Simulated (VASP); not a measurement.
## Cr: electric field gradients with PBE

The system is Cr.

```
CELL_PARAMETERS angstrom
-1.39869 1.44195 1.44195
1.44195 -1.39869 1.44195
1.44195 1.44195 -1.39869
ATOMIC_POSITIONS crystal
Cr 0.00000 0.00000 0.00000
```

This cell differs from its parent crystal: equal xy, yz and zx shear strains of +3 %.

```yaml
Program: VASP 6.6.1
Task: electric field gradients
Functional: PBE
Potentials_or_basis: VASP PAW PBE potentials, release 64 (Cr_pv)
Cutoff: 520 eV
k_mesh: 18 × 18 × 18
Occupations: fermi-dirac, width 0.08 eV
Spin: collinear spin, ferromagnetic start
Starting_moments: "[3.0] μB"
Dipole_correction: no
Further_INCAR_settings: ALGO = Normal; EDIFF = 1e-08; NBANDS = 16
```

```yaml
Pressure: -8.9 GPa
Band_gap_on_the_k_mesh: zero (filled and empty bands overlap)
Net_moment: 0.00 μB per cell
Largest_electric_field_gradient_by_atom: Cr -0.4 V/Å²
Valence_electrons_inside_the_program's_atomic_spheres: Cr 10.98
```

Stress tensor (GPa, compression positive):
```
-8.87 -2.47 -2.47
-2.47 -8.87 -2.47
-2.47 -2.47 -8.87
```

Levels at points of the mesh, in eV from the Fermi level:
Spin up:
```csv
k point,band 4,band 5,band 6,band 7,band 8,band 9
"(0.00, 0.00, 0.00)",-7.73,-1.07,-1.07,-0.55,1.11,1.11
"(0.50, 0.00, 0.00)",-4.26,-2.41,0.76,1.16,1.49,2.58
"(0.50, 0.50, 0.00)",-4.27,-2.30,1.01,1.29,1.30,2.77
"(0.50, 0.50, 0.50)",-4.10,-4.10,2.01,2.45,2.45,7.07
```
Spin down:
| k point | band 3 | band 4 | band 5 | band 6 | band 7 | band 8 | band 9 | band 10 |
| --- | --- | --- | --- | --- | --- | --- | --- | --- |
| (0.00, 0.00, 0.00) | -42.76 | -7.73 | -1.07 | -1.07 | -0.55 | 1.11 | 1.11 | 7.08 |
| (0.50, 0.00, 0.00) | -42.77 | -4.26 | -2.41 | 0.76 | 1.16 | 1.49 | 2.58 | 7.07 |
| (0.50, 0.50, 0.00) | -42.80 | -4.27 | -2.30 | 1.01 | 1.29 | 1.30 | 2.77 | 7.07 |
| (0.50, 0.50, 0.50) | -43.28 | -4.10 | -4.10 | 2.01 | 2.45 | 2.45 | 7.07 | 10.14 |

Electric field gradients, principal values (V/Å²):
| atom | least | middle | greatest (by size) |
| --- | --- | --- | --- |
| 1 Cr | 0.185 | 0.185 | -0.370 |

Wall time 3.5 min on 1 thread of Intel(R) Xeon(R) Platinum 8259CL CPU @ 2.50GHz (Skylake/Cascade Lake) (shared host), peak memory 0.26 GiB.

Caveat: the cell differs from its parent crystal (equal xy, yz and zx shear strains of +3 %); the cell stands under tension; without QUAD_EFG the Cq values of the log hold for a quadrupole moment of 1 mb, not for the nuclei.
